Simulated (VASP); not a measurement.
**Sn4O9 (a cell with a defect): single point with PBE**

System: Sn4O9 (a cell with a defect).

```
Sn O
1.0
    -4.82652    0.00000    3.23817
     4.82652    0.00000    3.23817
     0.00000    4.82837   -3.23817
Sn O
4 9
Direct
  0.28971 0.77669 0.52915
  0.76377 0.25760 0.52225
  0.02678 0.99500 0.00366
  0.52665 0.51488 0.02358
  0.87106 0.23856 0.21719
  0.52643 0.81773 0.32609
  0.97510 0.75926 0.21411
  0.45946 0.23687 0.18418
  0.59406 0.74317 0.81302
  0.07819 0.25676 0.81922
  0.02686 0.69067 0.69934
  0.52668 0.20828 0.71677
  0.18278 0.36435 0.40266
```

This cell differs from its parent crystal: with an interstitial atom, then relaxed in part.

```yaml
Program: VASP 6.6.1
Task: single point
Functional: PBE
Potentials_or_basis: VASP PAW PBE potentials, release 64 (Sn_d, O)
Cutoff: 520 eV
k_mesh: 3 × 3 × 3
Occupations: gaussian, width 0.02 eV
Spin: no spin polarisation
```

The pressure is 10.0 GPa. The largest force is 0.193 eV/Å. The band gap on the k mesh is 0.69 eV.

Forces in eV/Å, atoms in the order of the input:
```
Sn   0.014  0.010  0.012
Sn   0.005  0.014 -0.016
Sn   0.004  0.001 -0.008
Sn   0.006 -0.004  0.013
O    0.109 -0.139 -0.078
O   -0.019 -0.013  0.003
O   -0.010  0.009 -0.002
O   -0.027  0.021  0.008
O    0.016 -0.026 -0.009
O    0.011 -0.011  0.005
O    0.008  0.006 -0.004
O    0.021  0.023  0.003
O   -0.138  0.110  0.074
```

Stress tensor (GPa, compression positive):
```
 8.46  3.59 -3.15
 3.59  8.42  3.15
-3.15  3.15 13.00
```

Levels at points of the mesh, in eV from the valence-band top:
```
           k point  band 51  band 52  band 53  band 54  band 55  band 56  band 57  band 58  band 59  band 60
(0.00, 0.00, 0.00)    -1.16    -1.06    -0.86    -0.54    -0.52     0.69     4.08     4.20     4.74     5.10
```

It took 120 s on 1 thread of AMD EPYC 9R45 96-Core Processor (Zen 5) (shared host), peak memory 0.32 GiB.

Caveat: the k points lie up to 0.45 Å⁻¹ apart; the cell differs from its parent crystal (with an interstitial atom, then relaxed in part); spin-orbit coupling is left out, which moves the levels of the heavy elements.
